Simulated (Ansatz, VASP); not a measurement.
## InSb in VASP and in Ansatz

```
In Sb
1.0
     0.00000    3.25993    3.25993
     3.25993    0.00000    3.25993
     3.25993    3.25993    0.00000
In Sb
1 1
Direct
  0.00000 0.00000 0.00000
  0.75000 0.75000 0.75000
```

Alike in both runs: task single point; functional PBEsol; k mesh 16 × 16 × 16; occupations gaussian, width 0.15 eV; no spin polarisation.

|  | VASP | Ansatz |
| --- | --- | --- |
| version | VASP 6.6.1 | Ansatz 0.2.0 |
| potentials or method | VASP PAW PBE potentials, release 64 (In_d, Sb), cutoff 520 eV | scalar-relativistic, plane waves, PAW |
| valence electrons in the cell | 18 | 28 |

```tsv
	VASP	Ansatz	Ansatz less VASP
gap on the k mesh at the Fermi level (eV)	none	none	-
pressure (GPa)	0.0	0.0	-0.02
```

VASP's potentials were made for PBE, not for PBEsol. A gap of «none» marks a metal or a gap that the smearing closes. VASP's potentials hold 18 valence electrons a cell and Ansatz's 28, so a difference there can come from the potentials and not from the codes.

Spin-orbit coupling is off throughout.
